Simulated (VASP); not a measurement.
Write the native input for VASP 6.6.1 that does the following.

```
Task                   : single point
Functional             : PBE
Potentials or basis    : VASP PAW PBE potentials, release 64 (Cd, S)
Cutoff                 : 520 eV
k mesh                 : 8 × 8 × 8
Occupations            : fermi-dirac, width 0.02 eV
Spin                   : no spin polarisation
Dipole correction      : no
Further INCAR settings : ALGO = Normal; EDIFF = 1e-07; NBANDS = 16
```

The structure of CdS lies in POSCAR:

```
CdS
1.0
    0.0301759390      2.9693907790      2.9693907790
    2.9693907790      0.0301759390      2.9693907790
    2.9693907790      2.9693907790      0.0301759390
Cd S
1 1
Direct
    0.0010770551      0.0010770551      0.0010770551
    0.2489229449      0.2489229449      0.2489229449
```

This cell differs from its parent crystal: strain along [111] +1.5%.

The input as run:

INCAR

```
  ALGO = Normal
  EDIFF = 1E-7
  ENCUT = 520
  GGA = PE
  ISIF = 2
  ISMEAR = -1
  LASPH = True
  LCHARG = False
  LREAL = False
  LWAVE = False
  NBANDS = 16
  NELM = 60
  PREC = Accurate
  SIGMA = 0.02
```

KPOINTS

```
k-points
0
Gamma
  8 8 8
```

Potentials or basis: VASP PAW PBE potentials, release 64 (Cd, S).

Launch:

```bash
$ cat potpaw_PBE.64/Cd/POTCAR potpaw_PBE.64/S/POTCAR > POTCAR
$ mpirun -np 1 vasp_std > vasp.out
```

Results of the run:

- Pressure: 0.8 GPa
- Band gap on the k mesh: 1.04 eV

Caveat: the cell differs from its parent crystal (strain along [111] +1.5%).

Wall time 74 s on 1 thread of Intel Xeon 8259CL, with other jobs on the host, peak memory 0.21 GiB.
